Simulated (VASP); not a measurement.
**Zn: single point with PBEsol+D4**

Zn:

```
CELL_PARAMETERS angstrom
4.56323 0.00000 0.00000
0.00000 4.56323 0.00000
0.00000 0.00000 4.56323
ATOMIC_POSITIONS crystal
Zn 0.50000 0.50000 0.50000
```

```json
{
 "Program": "VASP 6.6.1",
 "Task": "single point",
 "Functional": "PBEsol",
 "Dispersion": "D4",
 "Potentials or basis": "VASP PAW PBE potentials, release 64 (Zn)",
 "Cutoff": "500 eV",
 "k mesh": "5 × 5 × 5",
 "Occupations": "fermi-dirac, width 0.1 eV",
 "Spin": "no spin polarisation",
 "Dipole correction": "no",
 "Further INCAR settings": "ALGO = Normal; EDIFF = 1e-06; NBANDS = 12"
}
```

```yaml
Pressure: -0.4 GPa
Band_gap_on_the_k_mesh: 2.94 eV, indirect (least direct gap 3.89 eV)
Dispersion_energy_per_atom: -0.082 eV
```

Levels at points of the mesh, in eV from the valence-band top:
```tsv
k point	band 2	band 3	band 4	band 5	band 6	band 7	band 8	band 9	band 10	band 11
(0.00, 0.00, 0.00)	-4.82	-4.80	-4.80	-4.80	-1.49	5.94	5.94	5.94	6.88	8.71
```

It took 5.4 s on 1 thread of AMD EPYC 9R45 96-Core Processor (Zen 5), with other jobs on the host, peak memory 0.16 GiB.

Caveat: the PAW data sets were made with another functional, which shifts forces and pressure a little. A k mesh can miss the band edges.
